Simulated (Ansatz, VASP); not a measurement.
# Two plane-wave programs on SnTe

```
Sn Te
1.0
     5.39676    0.00000    0.00000
    -2.69838    4.67373    0.00000
     0.00000    0.00000    6.42293
Sn Te
2 2
Direct
  0.33333 0.66667 0.95058
  0.66667 0.33333 0.45058
  0.33333 0.66667 0.42442
  0.66667 0.33333 0.92442
```

Change from the starting cell: uniaxial_z strain -1.0%.

Alike in both runs: task single point; functional PBE; k mesh 6 × 6 × 4; occupations fermi-dirac, width 0.02 eV; no spin polarisation.

|  | VASP | Ansatz |
| --- | --- | --- |
| version | VASP 6.6.1 | Ansatz 0.2.0 |
| potentials or method | VASP PAW PBE potentials, release 64 (Sn_d, Te) | plane waves, PAW |
| plane-wave cutoff (eV) | 500 | 420 |
| valence electrons in the cell | 40 | 60 |

```csv
,VASP,Ansatz,Ansatz less VASP
pressure (GPa),0.8,0.8,+0.01
"traceless stress, the component that is largest in VASP (GPa)",0.59,0.58,-0.011
rms of the force components (eV/Å),0.042,0.038,-0.0036
```

Atom by atom the forces differ by 0.004 eV/Å (rms over components). The functional is the same, so the differences come from potentials, cutoffs and numerics. VASP's potentials hold 40 valence electrons a cell and Ansatz's 60, so a difference there can come from the potentials and not from the codes.

Neither program's run includes spin-orbit coupling.
